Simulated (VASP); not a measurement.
# AlAs (x): single point with PBEsol

The system is AlAs (x).

```
CELL_PARAMETERS angstrom
0.00000 2.83050 2.83050
2.83050 0.00000 2.83050
2.83050 2.83050 0.00000
ATOMIC_POSITIONS crystal
Al 0.00000 0.00000 0.00000
As 0.25000 0.25000 0.25000
```

```yaml
Program: VASP 6.6.1
Task: single point
Functional: PBEsol
Potentials_or_basis: VASP PAW PBE potentials, release 64 (Al, As)
Cutoff: 500 eV
k_mesh: 8 × 8 × 8
Occupations: gaussian, width 0.01 eV
Spin: no spin polarisation
```

```yaml
Pressure: 0.8 GPa
Band_gap_on_the_k_mesh: 1.32 eV, indirect (least direct gap 1.98 eV)
```

Levels at points of the mesh, in eV from the valence-band top:
| k point | band 1 | band 2 | band 3 | band 4 | band 5 | band 6 | band 7 | band 8 | band 9 |
| --- | --- | --- | --- | --- | --- | --- | --- | --- | --- |
| (0.00, 0.00, 0.00) | -11.89 | 0.00 | 0.00 | 0.00 | 1.98 | 4.26 | 4.26 | 4.26 | 8.71 |
| (0.50, 0.00, 0.00) | -10.46 | -5.60 | -0.83 | -0.83 | 2.08 | 4.63 | 4.63 | 7.58 | 11.06 |
| (0.50, 0.50, 0.00) | -9.91 | -5.44 | -2.19 | -2.19 | 1.32 | 2.22 | 10.28 | 10.28 | 11.67 |

Run time: 23 s on 1 thread of Intel Xeon 8259CL, with other jobs on the host, peak memory 0.17 GiB.

Caveat: the PAW data sets were made with another functional, which shifts forces and pressure a little. A k mesh can miss the band edges.
